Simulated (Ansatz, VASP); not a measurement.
# Two plane-wave programs on Si

```
Si
1.0
     0.00000    2.74445    2.84626
     2.74445    0.00000    2.84626
     2.74445    2.74445    0.00000
Si
2
Direct
  0.50000 0.50000 0.50000
  0.75000 0.75000 0.75000
```

Alike in both runs: task single point; functional PBE; k mesh 10 × 10 × 10; occupations gaussian, width 0.05 eV; no spin polarisation.

```csv
,VASP,Ansatz
version,VASP 6.6.1,Ansatz 0.2.0
potentials or method,"VASP PAW PBE potentials, release 64 (Si), cutoff 520 eV","scalar-relativistic, plane waves, PAW"
valence electrons in the cell,8,8
```

|  | VASP | Ansatz | Ansatz less VASP |
| --- | --- | --- | --- |
| gap on the k mesh at the Fermi level (eV) | 0.50 | 0.50 | -0.002 |
| least direct gap on the mesh (eV) | 2.23 | 2.23 | -0.003 |
| pressure (GPa) | -3.8 | -3.8 | +0.07 |
| traceless stress, the component that is largest in VASP (GPa) | -2.44 | -2.44 | +0.006 |
